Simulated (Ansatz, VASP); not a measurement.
**Cu2H3: VASP beside Ansatz**

```
Cu H
1.0
     3.34281    0.00000    0.00000
     0.00000    3.34281    0.00000
     0.00000    0.00000    3.34281
Cu H
2 3
Cartesian
  1.6714 1.6714 1.6714
  0.0000 0.0000 0.0000
  1.6714 0.0000 0.0000
  0.0000 1.6714 0.0000
  0.0000 0.0000 1.6714
```

Alike in both runs: task relaxation of cell and atoms; functional PBE; k mesh 12 × 12 × 12; occupations gaussian, width 0.1 eV; no spin polarisation.

```csv
,VASP,Ansatz
version,VASP 6.6.1,Ansatz 0.2.0
potentials or method,"VASP PAW PBE potentials, release 64 (Cu, H), cutoff 600 eV","scalar-relativistic, plane waves, PAW"
valence electrons in the cell,25,41
```

Ansatz gave:

| Property | Result |
| --- | --- |
| gap on the k mesh at the Fermi level, each at its own relaxed structure (eV) | none |
| relaxed volume (Å³/atom) | 7.49 |
| relaxed cell length with the largest relative difference (Å) | 3.345 |

Problem. Which values does VASP return?

Solution. gap on the k mesh at the Fermi level, each at its own relaxed structure (eV): none; relaxed volume (Å³/atom): 7.49; relaxed cell length with the largest relative difference (Å): 3.346.

A gap of «none» marks a metal or a gap that the smearing closes. VASP's potentials hold 25 valence electrons a cell and Ansatz's 41, so a difference there can come from the potentials and not from the codes.
